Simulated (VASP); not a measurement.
A run of VASP 6.6.1:

Contents of INCAR:

```
ALGO = Normal
EDIFF = 1E-6
ENCUT = 520
GGA = PS
ISIF = 2
ISMEAR = -1
LASPH = True
LCHARG = False
LREAL = False
LWAVE = False
NBANDS = 12
NELM = 80
PREC = Accurate
SIGMA = 0.1
```

Contents of KPOINTS:

```
k-points
0
Gamma
  15 15 15
```

File POSCAR:

```
Cr
1.0
    2.2107332735      0.0000000000      0.0000000000
    0.0000000000      2.2107332735      0.0000000000
    0.0000000000      0.0000000000      2.2107332735
Cr
1
Direct
    0.0000000000      0.0000000000      0.0000000000
```

Potentials or basis: VASP PAW PBE potentials, release 64 (Cr_pv).

Command:

```bash
$ cat potpaw_PBE.64/Cr_pv/POTCAR > POTCAR
$ mpirun -np 1 vasp_std > vasp.out
```

Hardware: 1 thread of Intel Xeon 6975P-C (shared host).

**Question.** Estimate the wall time of this run.

**Answer.** It took 3.6 s on 1 thread of Intel Xeon 6975P-C (shared host), peak memory 0.12 GiB. Counts: scf iterations 11, k points 120.
